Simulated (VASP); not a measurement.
# Cr (Im-3m) in VASP: notebook, part 2 of 2

VASP 6.6.1. The steps go on from the part before.

## (4) Single point, PBE, collinear spin, ferromagnetic start

Input file INCAR:

```
SYSTEM = Cr
PREC = Accurate
ENCUT = 520
EDIFF = 1E-6
ISMEAR = 1
SIGMA = 0.1
LREAL = .False.
LASPH = .True.
NELM = 150
ALGO = Normal
ISIF = 2
LWAVE = .False.
LCHARG = .False.
ISPIN = 2
MAGMOM = 3.42
LORBIT = 11
NUPDOWN = 3.6
LMAXMIX = 4
GGA = PE
NBANDS = 16
```

Input file KPOINTS:

```
Automatic mesh
0
Gamma
  13 13 13
  0 0 0
```

Input file POSCAR:

```
Cr
1.0
   -1.4419500000      1.4419500000      1.4419500000
    1.4419500000     -1.4419500000      1.4419500000
    1.4419500000      1.4419500000     -1.4419500000
Cr
1
Direct
    0.0000000000      0.0000000000      0.0000000000
```

Potentials or basis: VASP PAW PBE potentials, release 64 (Cr_pv).

On the command line:

```
cat potpaw_PBE.64/Cr_pv/POTCAR > POTCAR
mpirun -np 1 vasp_std > vasp.out
```

OUTCAR:

```text
SYSTEM = Cr
   PREC = Accurate
   ENCUT = 520
   EDIFF = 1E-6
   ISMEAR = 1
   LREAL = .False.
   LASPH = .True.
   NELM = 150
   ISIF = 2
   ISPIN = 2
   LORBIT = 11
   NUPDOWN = 3.6
   GGA = PE

 ion  position               nearest neighbor table
   1  0.000  0.000  0.000-

  LATTYP: Found a body centered cubic cell.
 ALAT       =     2.8839000000

  Lattice vectors:

 A1 = (  -1.4419500000,   1.4419500000,   1.4419500000)
 A2 = (   1.4419500000,  -1.4419500000,   1.4419500000)
 A3 = (   1.4419500000,   1.4419500000,  -1.4419500000)

Analysis of symmetry for initial positions (statically):
=====================================================================
 Subroutine PRICEL returns:
 Original cell was already a primitive cell.

 Routine SETGRP: Setting up the symmetry group for a
 body centered cubic supercell.

 Subroutine GETGRP returns: Found 48 space group operations
 (whereof 48 operations were pure point group operations)
 out of a pool of 48 trial point group operations.

The static configuration has the point symmetry O_h .

Analysis of symmetry for dynamics (positions and initial velocities):
=====================================================================
 Subroutine PRICEL returns:
 Original cell was already a primitive cell.

 Routine SETGRP: Setting up the symmetry group for a
 body centered cubic supercell.

 Subroutine GETGRP returns: Found 48 space group operations
 (whereof 48 operations were pure point group operations)
 out of a pool of 48 trial point group operations.

The dynamic configuration has the point symmetry O_h .

Analysis of structural, dynamic, and magnetic symmetry:
=====================================================================
 Subroutine PRICEL returns:
 Original cell was already a primitive cell.

 Routine SETGRP: Setting up the symmetry group for a
 body centered cubic supercell.

 Subroutine GETGRP returns: Found 48 space group operations
 (whereof 48 operations were pure point group operations)
 out of a pool of 48 trial point group operations.

The overall configuration has the point symmetry O_h .

 Subroutine INISYM returns: Found 48 space group operations
 (whereof 48 operations are pure point group operations),
 and found     1 'primitive' translations

----------------------------------------------------------------------------------------

                                     Primitive cell

  volume of cell :      11.9925

  direct lattice vectors                    reciprocal lattice vectors
    -1.441950000  1.441950000  1.441950000     0.000000000  0.346752661  0.346752661
     1.441950000 -1.441950000  1.441950000     0.346752661  0.000000000  0.346752661
     1.441950000  1.441950000 -1.441950000     0.346752661  0.346752661  0.000000000

  length of vectors
     2.497530662  2.497530662  2.497530662     0.490382316  0.490382316  0.490382316

  position of ions in fractional coordinates (direct lattice)
     0.000000000  0.000000000  0.000000000

  ion indices of the primitive-cell ions
   primitive index   ion index
                 1           1

[... 50 lines left out ...]
  0.153846  0.076923  0.076923     24.000000
  0.230769  0.076923  0.076923     24.000000
 [... further k-points ...]
   k-points           NKPTS =     84   k-points in BZ     NKDIM =     84   number of bands    NBANDS=     16
   number of dos      NEDOS =    301   number of ions     NIONS =      1
   total plane-waves  NPLWV =   8000
   dimension x,y,z NGX =    20 NGY =   20 NGZ =   20
   dimension x,y,z NGXF=    40 NGYF=   40 NGZF=   40
   ions per type =               1
   NGX,Y,Z   is equivalent  to a cutoff of  13.31, 13.31, 13.31 a.u.
   NGXF,Y,Z  is equivalent  to a cutoff of  26.63, 26.63, 26.63 a.u.
 SYSTEM =  Cr
   PREC   = accura    normal or accurate (medium, high low for compatibility)
   ISTART =      0    job   : 0-new  1-cont  2-samecut
   ICHARG =      2    charge: 1-file 2-atom 10-const
   ISPIN  =      2    spin polarized calculation?
   LNONCOLLINEAR =      F non collinear calculations
   LSORBIT =      F    spin-orbit coupling
   LASPH  =      T    aspherical Exc in radial PAW
   ENCUT  =  520.0 eV  38.22 Ry    6.18 a.u.   4.64  4.64  4.64*2*pi/ulx,y,z
   NELM   =    150;   NELMIN=  2; NELMDL= -5     # of ELM steps
   EDIFF  = 0.1E-05   stopping-criterion for ELM
   LREAL  =      F    real-space projection
   EDIFFG = 0.1E-04   stopping-criterion for IOM
   NSW    =      0    number of steps for IOM
   IBRION =     -1    ionic relax: 0-MD 1-quasi-New 2-CG
   NFREE  =      0    steps in history (QN), initial steepest desc. (CG)
   ISIF   =      2    stress and relaxation
   ISYM   =      2    0-nonsym 1-usesym 2-fastsym
   POTIM  = 0.5000    time-step for ionic-motion
   TEBEG  =    0.0;   TEEND  =   0.0 temperature during run
   PSTRESS=    0.0 pullay stress
   NELECT =      12.0000    total number of electrons
   NUPDOWN=       3.6000    fix difference up-down
   EMIN   =  10.00;   EMAX   =-10.00  energy-range for DOS
   EFERMI =   0.00;   METHOD = LEGACY
   ISMEAR =     1;   SIGMA  =   0.10  broadening in eV -4-tet -1-fermi 0-gaus
   EFERMI_NEDOS =   21; number of points for ismear=-14 and -15
   IALGO  =     38    algorithm
   IMIX   =      4    mixing-type and parameters
     AMIX     =   0.40;   BMIX     =  1.00
     AMIX_MAG =   1.60;   BMIX_MAG =  1.00
  volume/ion in A,a.u.               =      11.99        80.93
  Fermi-wavevector in a.u.,A,eV,Ry     =   1.637439  3.094310 36.480015  2.681205
  Thomas-Fermi vector in A             =   2.728578
   LORBIT       =     11    0 simple, 1 ext, 2 COOP (PROOUT), +10 PAW based schemes
   GGA     = PE    functional components
   LHFCALC =     F    Hartree Fock is set to
   AEXX    =    0.0000 exact exchange contribution
   IVDW    =     0    specifies the selected vdW correction
   LEPSILON=     F    determine dielectric tensor
   LRPA    =     F    only Hartree local field effects (RPA)
 spin polarized calculation
 Methfessel and Paxton  Order N= 1 SIGMA  =   0.10
  energy-cutoff  :      520.00
  volume of cell :       11.99
 maximum number of plane-waves:       336
   NGX =  9   NGY =  9   NGZ =  9

 number of electron      11.9999992 magnetization       3.6002534

 Free energy of the ion-electron system (eV)
  ---------------------------------------------------
  ext. energy  EPLUGINS =         0.00000000
  ---------------------------------------------------
  free energy    TOTEN  =        -7.26984760 eV

  energy without entropy =       -7.26969882  energy(sigma->0) =       -7.26979801

 E-fermi :  10.2118     XC(G=0): -13.2176

 val. band max:       11.9359476128   @ k =  -0.3077   0.3846   0.0769
 cond. band min:      10.2291157811   @ k =   0.3077   0.3077   0.0000
 fundamental gap:     -1.7068318317
 Fermi energy:        11.9669115341

 spin component 1

 k-point     1 :       0.0000    0.0000    0.0000
  band No.  band energies     occupation
      1     -32.2372      1.00000
      2     -32.2372      1.00000
      3     -32.2372      1.00000
      4       2.0210      1.00000
      5       9.3216      1.00000
      6       9.3216      1.00000
[... 435 lines left out ...]
      5       8.0990      1.00000
      6       8.4689      1.00000
[... 8 lines left out ...]
     15      40.5959      0.00000
     16      41.3912      0.00000

 [... further k-points ...]

 spin component 2

 k-point     1 :       0.0000    0.0000    0.0000
  band No.  band energies     occupation
      1     -29.0472      1.00000
      2     -29.0472      1.00000
      3     -29.0472      1.00000
      4       3.7574      1.00000
      5      12.3452      0.00000
      6      12.3452      0.00000
[... 435 lines left out ...]
      5      10.9318     -0.00000
      6      11.0464     -0.00000
[... 8 lines left out ...]
     15      42.7775      0.00000
     16      43.0279      0.00000

 [... further k-points ...]
[... 5 lines left out ...]
  --------------------------------------------------------------------------------------
  -------------------------------------------------------------------------------------
  Total        5.0552944      5.0552944      5.0552944     -0.0000000      0.0000000     -0.0000000
  in kB      675.3772740    675.3772740    675.3772740     -0.0000000      0.0000000     -0.0000000
  external PRESSURE =     675.3772740 kB  Pullay stress =       0.0000000 kB

 VOLUME and BASIS-vectors are now :
 -----------------------------------------------------------------------------
  energy-cutoff  :      520.00
  volume of cell :       11.99
      direct lattice vectors                 reciprocal lattice vectors
    -1.441950000  1.441950000  1.441950000     0.000000000  0.346752661  0.346752661
     1.441950000 -1.441950000  1.441950000     0.346752661  0.000000000  0.346752661
     1.441950000  1.441950000 -1.441950000     0.346752661  0.346752661  0.000000000

 POSITION                                       TOTAL-FORCE (eV/Angst)
 -----------------------------------------------------------------------------------
      0.00000      0.00000      0.00000        -0.000000     -0.000000     -0.000000
 -----------------------------------------------------------------------------------
    total drift:                                0.000000     -0.000000      0.000000

  FREE ENERGIE OF THE ION-ELECTRON SYSTEM (eV)
  ---------------------------------------------------
  free  energy   TOTEN  =        -7.2698475984 eV

  energy  without entropy=       -7.2696988235  energy(sigma->0) =       -7.26979801

 total charge

# of ion       s       p       d       tot
------------------------------------------
    1        0.428   6.330   4.298  11.056

 magnetization (x)

# of ion       s       p       d       tot
------------------------------------------
    1        0.010   0.154   3.168   3.332
```

OSZICAR:

```text
N       E                     dE             d eps       ncg     rms          rms(c)
DAV:   1     0.867205663312E+02    0.86721E+02   -0.61797E+03  5456   0.859E+02
DAV:   2    -0.602989580782E+01   -0.92750E+02   -0.87697E+02  5920   0.248E+02
DAV:   3    -0.754676701063E+01   -0.15169E+01   -0.15127E+01  6088   0.352E+01
DAV:   4    -0.755219694212E+01   -0.54299E-02   -0.54298E-02  6320   0.208E+00
DAV:   5    -0.755223820474E+01   -0.41263E-04   -0.41264E-04  6112   0.164E-01    0.100E+01
DAV:   6    -0.720677931986E+01    0.34546E+00   -0.60825E-01  5672   0.111E+01    0.376E+00
DAV:   7    -0.723484320815E+01   -0.28064E-01   -0.86163E-02  5728   0.446E+00    0.210E+00
DAV:   8    -0.726591319581E+01   -0.31070E-01   -0.25749E-02  5680   0.211E+00    0.120E+00
DAV:   9    -0.726935152434E+01   -0.34383E-02   -0.14469E-03  5800   0.406E-01    0.407E-01
DAV:  10    -0.726980322652E+01   -0.45170E-03   -0.17369E-04  6000   0.144E-01    0.585E-02
DAV:  11    -0.726984695760E+01   -0.43731E-04   -0.15234E-05  5712   0.447E-02    0.250E-02
DAV:  12    -0.726984759837E+01   -0.64077E-06   -0.22242E-06  5584   0.130E-02
   1 F= -.72698476E+01 E0= -.72697980E+01  d E =-.148775E-03  mag=     3.5999
```

Run time: 12 s. Hardware: 1 thread of Intel Xeon 6975P-C (Granite Rapids), shared host; peak memory 0.14 GiB.

Results:

```
Free energy                                           : -7.2698 eV
Pressure                                              : 67.5 GPa
Net moment                                            : 3.60 μB per cell
Site moments                                          : Cr +3.33 μB
Valence electrons inside the program's atomic spheres : Cr 11.06
```

Caveat: the total moment is fixed, so each spin has its own Fermi level.

## (5) Summary

| fixed moment (μB) | pressure (GPa) | moment (μB) |
| --- | --- | --- |
| 2.2 | 23.8 | 2.20 |
| 2.9 | 44.3 | 2.90 |
| 3.6 | 67.5 | 3.60 |

Alike in all rows: task single point; level PBE; potentials or basis VASP PAW PBE potentials, release 64 (Cr_pv); spin collinear, ferromagnetic start; cell as given; k mesh 13 × 13 × 13; cutoff (eV) 520; smearing methfessel-paxton 0.1 eV.

Caveats: the total moment is fixed, so each spin has its own Fermi level.

Total energies depend on the potentials used, so only differences within one code and one set of settings carry meaning.
